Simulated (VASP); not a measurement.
# Al12H2O in VASP: a series of runs

The runs below take Al12H2O through single point, with PBE+D3(BJ).

Program: VASP 6.6.1. These are calculated values, not measurements. Logs are shortened: lines on timing, memory, paths and dates and some standing lists are left out, and cuts for length are marked.

### 1 The cell of the first run

The cell holds a slab with vacuum, 15 atoms: a = 5.728 Å, b = 5.728 Å, c = 18.677 Å, α = 90.00°, β = 90.00°, γ = 60.00°.

### 2 Single point, PBE+D3(BJ)

Contents of INCAR:

```
ALGO = Normal
EDIFF = 1E-7
ENCUT = 520
GGA = PE
ISIF = 2
ISMEAR = -1
IVDW = 12
LASPH = True
LCHARG = True
LELF = True
LREAL = Auto
LVHAR = True
LWAVE = False
NBANDS = 35
NELM = 60
PREC = Accurate
SIGMA = 0.15
```

Contents of KPOINTS:

```
k-points
0
Gamma
  3 3 1
```

Contents of POSCAR:

```
Al12H2O
1.0
    5.7275650000      0.0000000000      0.0000000000
    2.8637820000      4.9602170000      0.0000000000
    0.0000000000      0.0000000000     18.6765370000
Al O H
12 1 2
Direct
    0.1666684945      0.1666660955      0.0535431167
    0.6666715499      0.1666660955      0.0535431167
    0.1666709227      0.6666643818      0.0535431167
    0.6666739781      0.6666643818      0.0535431167
   -0.1644228726      0.3360740064      0.1669260206
    0.3209283379      0.3415979583      0.1609720260
   -0.1683474583      0.8324030985      0.1658337410
    0.3284279550      0.8387536271      0.1700743559
   -0.0149334703      0.0098584397      0.2879709445
    0.4887271994      0.0047780168      0.2846673342
    0.0156119826      0.4959460443      0.2864074855
    0.4815918880      0.5143726575      0.2786062534
    0.5117626628      0.7189604810      0.4241739247
    0.5171236483      0.7854091867      0.4722395806
    0.4031414991      0.6355165510      0.4313701196
```

Potentials or basis: VASP PAW PBE potentials, release 64 (Al, O, H).

Launch:

```console
> cat potpaw_PBE.64/Al/POTCAR potpaw_PBE.64/O/POTCAR potpaw_PBE.64/H/POTCAR > POTCAR
> mpirun -np 1 vasp_std > vasp.out
```

OUTCAR:

```text
EDIFF = 1E-7
   ENCUT = 520
   GGA = PE
   ISIF = 2
   ISMEAR = -1
   IVDW = 12
   LASPH = True
   LREAL = Auto
   NELM = 60
   PREC = Accurate
 IVDW          = 12

 ion  position               nearest neighbor table
   1  0.167  0.167  0.054-   6 2.59   5 2.68   8 2.72   4 2.86   2 2.86   3 2.86   3 2.86   2 2.86
                             4 2.86
   2  0.667  0.167  0.054-   6 2.64   7 2.67   5 2.70   1 2.86   3 2.86   4 2.86   4 2.86   3 2.86
                             1 2.86
   3  0.167  0.667  0.054-   6 2.57   7 2.68   8 2.73   4 2.86   2 2.86   1 2.86   1 2.86   2 2.86
                             4 2.86
   4  0.667  0.667  0.054-   7 2.66   5 2.68   8 2.75   1 2.86   3 2.86   2 2.86   2 2.86   3 2.86
                             1 2.86
   5  0.836  0.336  0.167-   4 2.68   1 2.68   2 2.70  12 2.73   9 2.78  11 2.80   6 2.80   7 2.83
                             8 2.84   8 2.89   7 2.90   6 2.93
   6  0.321  0.342  0.161-   3 2.57   1 2.59   2 2.64  12 2.75  11 2.79   5 2.80   7 2.81  10 2.85
                             8 2.86   8 2.87   7 2.92   5 2.93
   7  0.832  0.832  0.166-   4 2.66   2 2.67   3 2.68  10 2.80  11 2.80   6 2.81   9 2.81   5 2.83
                             8 2.86   8 2.87   5 2.90   6 2.92
   8  0.328  0.839  0.170-  12 2.59  10 2.68   1 2.72   3 2.73   4 2.75   9 2.78   5 2.84   6 2.86
                             7 2.86   7 2.87   6 2.87   5 2.89
   9  0.985  0.010  0.288-   5 2.78   8 2.78   7 2.81  12 2.85  10 2.86  11 2.86  10 2.87  11 2.88
                            12 2.89
  10  0.489  0.005  0.285-   8 2.68  11 2.76   7 2.80  12 2.83   6 2.85   9 2.86   9 2.87  12 2.90
                            11 2.97
  11  0.016  0.496  0.286-  12 2.73  10 2.76   6 2.79   5 2.80   7 2.80   9 2.86   9 2.88  10 2.97
                            12 3.01
  12  0.482  0.514  0.279-   8 2.59   5 2.73  11 2.73   6 2.75  10 2.83   9 2.85   9 2.89  10 2.90
                            11 3.01
  13  0.512  0.719  0.424-  15 0.96  14 0.98
  14  0.517  0.785  0.472-  13 0.98
  15  0.403  0.636  0.431-  13 0.96

  LATTYP: Found a hexagonal cell.
 ALAT       =     5.7275649303
 C/A-ratio  =     3.2608162853

  Lattice vectors:

 A1 = (  -2.8637820000,  -4.9602170000,   0.0000000000)
 A2 = (   5.7275650000,   0.0000000000,   0.0000000000)
 A3 = (   0.0000000000,   0.0000000000,  18.6765370000)

Analysis of symmetry for initial positions (statically):
=====================================================================
 Subroutine PRICEL returns:
 Original cell was already a primitive cell.

 Routine SETGRP: Setting up the symmetry group for a
 hexagonal supercell.

 Subroutine GETGRP returns: Found  1 space group operations
 (whereof  1 operations were pure point group operations)
 out of a pool of 24 trial point group operations.

The static configuration has the point symmetry C_1 .

Analysis of symmetry for dynamics (positions and initial velocities):
=====================================================================
 Subroutine PRICEL returns:
 Original cell was already a primitive cell.

 Routine SETGRP: Setting up the symmetry group for a
 hexagonal supercell.

 Subroutine GETGRP returns: Found  1 space group operations
 (whereof  1 operations were pure point group operations)
 out of a pool of 24 trial point group operations.

The dynamic configuration has the point symmetry C_1 .

 Subroutine INISYM returns: Found  1 space group operations
 (whereof  1 operations are pure point group operations),
 and found     1 'primitive' translations

----------------------------------------------------------------------------------------

                                     Primitive cell

  volume of cell :     530.5998

  direct lattice vectors                    reciprocal lattice vectors
     5.727565000  0.000000000  0.000000000     0.174594265 -0.100802024  0.000000000
     2.863782000  4.960217000  0.000000000     0.000000000  0.201604083  0.000000000
     0.000000000  0.000000000 18.676537000     0.000000000  0.000000000  0.053543117

  length of vectors
     5.727565000  5.727564930 18.676537000     0.201604081  0.201604083  0.053543117

  position of ions in fractional coordinates (direct lattice)
     0.166668495  0.166666095  0.053543117
     0.666671550  0.166666095  0.053543117
[... 43 lines left out ...]
     0.058198088 -0.033600675  0.000000000     0.333333333  0.000000000  0.000000000
     0.000000000  0.067201361  0.000000000     0.000000000  0.333333333  0.000000000
     0.000000000  0.000000000  0.053543117     0.000000000  0.000000000  1.000000000

  Length of vectors
     0.067201360  0.067201361  0.053543117

  Shift w.r.t. Gamma in fractional coordinates (k-lattice)
     0.000000000  0.000000000  0.000000000

 Subroutine IBZKPT returns following result:
 ===========================================

 Found      5 irreducible k-points:

 Following reciprocal coordinates:
            Coordinates               Weight
  0.000000  0.000000  0.000000      1.000000
  0.333333  0.000000  0.000000      2.000000
  0.333333  0.333333  0.000000      2.000000
  0.000000  0.333333  0.000000      2.000000
 -0.333333  0.333333  0.000000      2.000000
   k-points           NKPTS =      5   k-points in BZ     NKDIM =      5   number of bands    NBANDS=     35
   number of dos      NEDOS =    301   number of ions     NIONS =     15
   total plane-waves  NPLWV = 322560
   dimension x,y,z NGX =    48 NGY =   48 NGZ =  140
   dimension x,y,z NGXF=    96 NGYF=   96 NGZF=  280
   ions per type =              12   1   2
   NGX,Y,Z   is equivalent  to a cutoff of  13.93, 13.93, 12.46 a.u.
   NGXF,Y,Z  is equivalent  to a cutoff of  27.86, 27.86, 24.92 a.u.
 SYSTEM =  unknown system
   PREC   = accura    normal or accurate (medium, high low for compatibility)
   ISTART =      0    job   : 0-new  1-cont  2-samecut
   ICHARG =      2    charge: 1-file 2-atom 10-const
   ISPIN  =      1    spin polarized calculation?
   LNONCOLLINEAR =      F non collinear calculations
   LSORBIT =      F    spin-orbit coupling
   LASPH  =      T    aspherical Exc in radial PAW
   ENCUT  =  520.0 eV  38.22 Ry    6.18 a.u.  10.65 10.65 34.73*2*pi/ulx,y,z
   NELM   =     60;   NELMIN=  2; NELMDL= -5     # of ELM steps
   EDIFF  = 0.1E-06   stopping-criterion for ELM
   LREAL  =      T    real-space projection
   EDIFFG = 0.1E-05   stopping-criterion for IOM
   NSW    =      0    number of steps for IOM
   IBRION =     -1    ionic relax: 0-MD 1-quasi-New 2-CG
   NFREE  =      0    steps in history (QN), initial steepest desc. (CG)
   ISIF   =      2    stress and relaxation
   ISYM   =      2    0-nonsym 1-usesym 2-fastsym
   POTIM  = 0.5000    time-step for ionic-motion
   TEBEG  =    0.0;   TEEND  =   0.0 temperature during run
   PSTRESS=    0.0 pullay stress
   NELECT =      44.0000    total number of electrons
   NUPDOWN=      -1.0000    fix difference up-down
   EMIN   =  10.00;   EMAX   =-10.00  energy-range for DOS
   EFERMI =   0.00;   METHOD = LEGACY
   ISMEAR =    -1;   SIGMA  =   0.15  broadening in eV -4-tet -1-fermi 0-gaus
   EFERMI_NEDOS =   21; number of points for ismear=-14 and -15
   IALGO  =     38    algorithm
   IMIX   =      4    mixing-type and parameters
     AMIX     =   0.40;   BMIX     =  1.00
     AMIX_MAG =   1.60;   BMIX_MAG =  1.00
  volume/ion in A,a.u.               =      35.37       238.71
  Fermi-wavevector in a.u.,A,eV,Ry     =   0.713899  1.349073  6.934231  0.509652
  Thomas-Fermi vector in A             =   1.801658
   LORBIT       =      0    0 simple, 1 ext, 2 COOP (PROOUT), +10 PAW based schemes
   GGA     = PE    functional components
   LHFCALC =     F    Hartree Fock is set to
   AEXX    =    0.0000 exact exchange contribution
   IVDW    =    12    specifies the selected vdW correction
   LEPSILON=     F    determine dielectric tensor
   LRPA    =     F    only Hartree local field effects (RPA)
 non-spin polarized calculation
  energy-cutoff  :      520.00
  volume of cell :      530.60
 maximum number of plane-waves:     14349
 NGX is ok and might be reduce to    42
   NGX = 21   NGY = 21   NGZ = 69

 number of electron      43.9999999 magnetization

 Free energy of the ion-electron system (eV)
  ---------------------------------------------------
  ext. energy  EPLUGINS =         0.00000000
  ---------------------------------------------------
  free energy    TOTEN  =       -56.03509806 eV

  energy without entropy =      -55.58220844  energy(sigma->0) =      -55.80865325

 E-fermi :   0.9006     XC(G=0):  -5.0714

 val. band max:        0.8985269330   @ k =   0.0000   0.0000   0.0000
 cond. band min:       0.9342458086   @ k =   0.3333   0.3333   0.0000
 fundamental gap:      0.0357188756
 Fermi energy:         0.9005909830

 k-point     1 :       0.0000    0.0000    0.0000
  band No.  band energies     occupation
      1     -21.3005      2.00000
      2      -9.8467      2.00000
      3      -8.9855      2.00000
      4      -7.8233      2.00000
      5      -5.6705      2.00000
      6      -4.6500      2.00000
[... 174 lines left out ...]
     33       4.2505      0.00000
     34       4.3572      0.00000
 [bands above 34 left out]

------------------------ aborting loop because EDIFF is reached ----------------------------------------

 Edisp (eV)   -2.98189

 E8    (eV) :    -1.3734

  FORCE on cell =-STRESS in cart. coord.  units (eV):
  Direction    XX          YY          ZZ          XY          YZ          ZX
  --------------------------------------------------------------------------------------
  -------------------------------------------------------------------------------------
  Total      -3.60777    -3.59313    11.51885     0.46971    -0.37407     0.27660
  in kB     -10.89387   -10.84965    34.78184     1.41833    -1.12954     0.83520
  external pressure =        4.35 kB  Pullay stress =        0.00 kB

 VOLUME and BASIS-vectors are now :
 -----------------------------------------------------------------------------
  energy-cutoff  :      520.00
  volume of cell :      530.60
      direct lattice vectors                 reciprocal lattice vectors
     5.727565000  0.000000000  0.000000000     0.174594265 -0.100802024  0.000000000
     2.863782000  4.960217000  0.000000000     0.000000000  0.201604083  0.000000000
     0.000000000  0.000000000 18.676537000     0.000000000  0.000000000  0.053543117

 POSITION                                       TOTAL-FORCE (eV/Angst)
 -----------------------------------------------------------------------------------
      1.43190      0.82670      1.00000        -0.158175     -0.160153     -1.045864
      4.29570      0.82670      1.00000         0.104745     -0.024137     -0.906242
      2.86380      3.30680      1.00000         0.073297      0.253992     -1.070551
      5.72760      3.30680      1.00000        -0.097923      0.035602     -0.798322
      5.74826      1.66700      3.11760        -0.177042     -0.096942      0.531088
      2.81640      1.69440      3.00640         0.241808     -0.229370      1.201213
      7.14717      4.12890      3.09720         0.015879      0.209839      0.748219
      4.28310      4.16040      3.17640        -0.050215      0.180923     -0.132228
      5.67027      0.04890      5.37830        -0.073693      0.080732      0.067772
      2.81290      0.02370      5.31660         0.247802     -0.007856      0.290659
      1.50970      2.46000      5.34910        -0.380754      0.134474      0.133266
      4.23140      2.55140      5.20340         0.238290     -0.432368      0.666429
      4.99010      3.56620      7.92210         0.481069      0.318032      0.741547
      5.21110      3.89580      8.81980         0.120285      0.010177     -0.251203
      4.12900      3.15230      8.05650        -0.585374     -0.272944     -0.175784
 -----------------------------------------------------------------------------------
    total drift:                               -0.007203     -0.001351      0.005417

  FREE ENERGIE OF THE ION-ELECTRON SYSTEM (eV)
  ---------------------------------------------------
  free  energy   TOTEN  =       -59.0169912087 eV

  energy  without entropy=      -58.5641015839  energy(sigma->0) =      -58.79054640
```

Run time: 2.6 min. Hardware: 1 thread of Intel Xeon 6975P-C (Granite Rapids), shared host; peak memory 0.63 GiB.

Results:

- Free energy: -59.0170 eV
- Largest force: 1.247 eV/Å
- Band gap on the k mesh: zero (band 22 reaches 0.95 eV, above the bottom of band 23 at 0.93 eV)
- Dispersion energy per atom: -0.199 eV

Forces in eV/Å, atoms in the order of the input:
```
Al  -0.158 -0.160 -1.046
Al   0.105 -0.024 -0.906
Al   0.073  0.254 -1.071
Al  -0.098  0.036 -0.798
Al  -0.177 -0.097  0.531
Al   0.242 -0.229  1.201
Al   0.016  0.210  0.748
Al  -0.050  0.181 -0.132
Al  -0.074  0.081  0.068
Al   0.248 -0.008  0.291
Al  -0.381  0.134  0.133
Al   0.238 -0.432  0.666
O    0.481  0.318  0.742
H    0.120  0.010 -0.251
H   -0.585 -0.273 -0.176
```

Levels at points of the mesh, in eV from the Fermi level:
```
           k point  band 18  band 19  band 20  band 21  band 22  band 23  band 24  band 25  band 26  band 27
(0.00, 0.00, 0.00)    -2.63    -2.58    -2.39     0.00     0.05     0.13     0.27     0.34     0.42     0.95
```

Caveat: the k points lie up to 0.42 Å⁻¹ apart.

### 3 Single point, PBE+D3(BJ)

Contents of INCAR:

```
PREC = Accurate
ENCUT = 520
EDIFF = 1E-6
ISMEAR = -1
SIGMA = 0.15
LREAL = Auto
LASPH = True
NELM = 100
ALGO = Normal
ISIF = 2
LWAVE = False
LCHARG = False
GGA = PE
IVDW = 12
NBANDS = 35
```

Contents of KPOINTS:

```
regular mesh
0
Gamma
  3 3 1
```

Contents of POSCAR:

```
Al12H2O
1.0
    5.7275650000      0.0000000000      0.0000000000
    2.8637820000      4.9602170000      0.0000000000
    0.0000000000      0.0000000000     18.6765370000
Al O H
12 1 2
Direct
    0.1666684945      0.1666660955      0.0535431167
    0.6666715499      0.1666660955      0.0535431167
    0.1666709227      0.6666643818      0.0535431167
    0.6666739781      0.6666643818      0.0535431167
   -0.1713942497      0.3370618664      0.1864692582
    0.3075416361      0.3416584395      0.1845791862
   -0.1714144373      0.8346610642      0.1822928951
    0.3383670732      0.8242179727      0.1986021284
   -0.0023943450     -0.0043949690      0.3169698965
    0.4896759271      0.0123784907      0.3173714699
    0.0000227824      0.4994337949      0.3265862403
    0.4892811956      0.5022764125      0.3290063891
    0.5999029291      0.6289644183      0.5693828572
    0.7637178135      0.6385809331      0.5806911635
    0.4612576698      0.8176658400      0.5727346563
```

Potentials or basis: VASP PAW PBE potentials, release 64 (Al, O, H).

Launch:

```console
> cat potpaw_PBE.64/Al/POTCAR potpaw_PBE.64/O/POTCAR potpaw_PBE.64/H/POTCAR > POTCAR
> mpirun -np 1 vasp_std > vasp.out
```

It took 2.3 min on 1 thread of Intel Xeon 6975P-C (Granite Rapids), shared host; peak memory 0.63 GiB.

It converged, with:

```
Free energy                : -59.1821 eV
Largest force              : 0.944 eV/Å
Band gap on the k mesh     : zero (band 22 reaches 0.73 eV, above the bottom of band 23 at 0.28 eV)
Dispersion energy per atom : -0.178 eV
```

Forces on the atoms (eV/Å):
```
Al  -0.031  0.057  0.375
Al  -0.008  0.030  0.383
Al  -0.044 -0.024  0.375
Al   0.031 -0.048  0.383
Al  -0.241 -0.126  0.035
Al   0.397 -0.148  0.142
Al  -0.005  0.194  0.161
Al  -0.104  0.013 -0.452
Al  -0.043  0.163 -0.140
Al   0.041 -0.221 -0.166
Al  -0.269  0.060 -0.528
Al   0.274  0.053 -0.528
O    0.905  0.146  0.226
H   -0.694 -0.219 -0.196
H   -0.211  0.069 -0.069
```

Levels at points of the mesh, in eV from the Fermi level:
| k point | band 20 | band 21 | band 22 | band 23 | band 24 | band 25 |
| --- | --- | --- | --- | --- | --- | --- |
| (0.00, 0.00, 0.00) | -2.38 | -0.61 | -0.59 | -0.50 | -0.41 | -0.31 |

Caveat: the k points lie up to 0.42 Å⁻¹ apart.

(Part 1 of 2 ends here.)
